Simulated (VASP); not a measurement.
Wanted: the native input for a VASP 6.6.1 run.

```yaml
Task: single point
Functional: r2SCAN
Dispersion: D3(BJ)
Potentials_or_basis: VASP PAW PBE potentials, release 64 (Ga_d, N)
Cutoff: 520 eV
k_mesh: 10 × 10 × 5
Occupations: fermi-dirac, width 0.05 eV
Spin: no spin polarisation
Dipole_correction: no
Further_INCAR_settings: ALGO = Normal; EDIFF = 1e-06; NBANDS = 26
```

The system is GaN.

```
CELL_PARAMETERS angstrom
3.24237 0.00000 0.00000
-1.62118 2.80797 0.00000
0.00000 0.00000 5.26732
ATOMIC_POSITIONS crystal
Ga 0.66667 0.33333 0.50000
Ga 0.33333 0.66667 0.00000
N 0.66667 0.33333 0.87500
N 0.33333 0.66667 0.37500
```

The input as run:

POSCAR

```
GaN
1.0
    3.2423687753      0.0000000000      0.0000000000
   -1.6211843877      2.8079737278      0.0000000000
    0.0000000000      0.0000000000      5.2673198406
Ga N
2 2
Direct
    0.6666666667      0.3333333333      0.5000000000
    0.3333333333      0.6666666667      0.0000000000
    0.6666666667      0.3333333333      0.8750000000
    0.3333333333      0.6666666667      0.3750000000
```

INCAR.step1

```
SYSTEM = GaN
ALGO = Normal
EDIFF = 1E-4
ENCUT = 520
GGA = PE
ISMEAR = -1
LASPH = .True.
LCHARG = .False.
LREAL = .False.
LWAVE = .True.
NBANDS = 26
NELM = 80
PREC = Accurate
SIGMA = 0.05
```

INCAR.step2

```
SYSTEM = GaN
ALGO = Normal
EDIFF = 1E-6
ENCUT = 520
ISIF = 2
ISMEAR = -1
ISTART = 1
IVDW = 12
LASPH = .True.
LCHARG = .False.
LMIXTAU = .True.
LREAL = .False.
LWAVE = .False.
METAGGA = R2SCAN
NBANDS = 26
NELM = 80
PREC = Accurate
SIGMA = 0.05
VDW_A1 = 0.49484001
VDW_A2 = 5.73083694
VDW_S6 = 1.0
VDW_S8 = 0.78981345
```

KPOINTS

```
k-points
0
Gamma
  10 10 5
  0 0 0
```

Potentials or basis: VASP PAW PBE potentials, release 64 (Ga_d, N).

Launch:

```console
$ cat potpaw_PBE.64/Ga_d/POTCAR potpaw_PBE.64/N/POTCAR > POTCAR
$ cp INCAR.step1 INCAR
$ mpirun -np 1 vasp_std > vasp.out
$ cp INCAR.step2 INCAR
$ mpirun -np 1 vasp_std > vasp.out
```

Results of the run:

- Pressure: -9.9 GPa
- Largest force: 0.122 eV/Å
- Band gap on the k mesh: 1.97 eV, direct
- Dispersion energy per atom: -0.114 eV

Caveat: the PAW data sets were made with another functional, which shifts forces and pressure a little.

Wall time 110 s on 1 thread of Intel Xeon 6975P-C (shared host), peak memory 0.2 GiB.
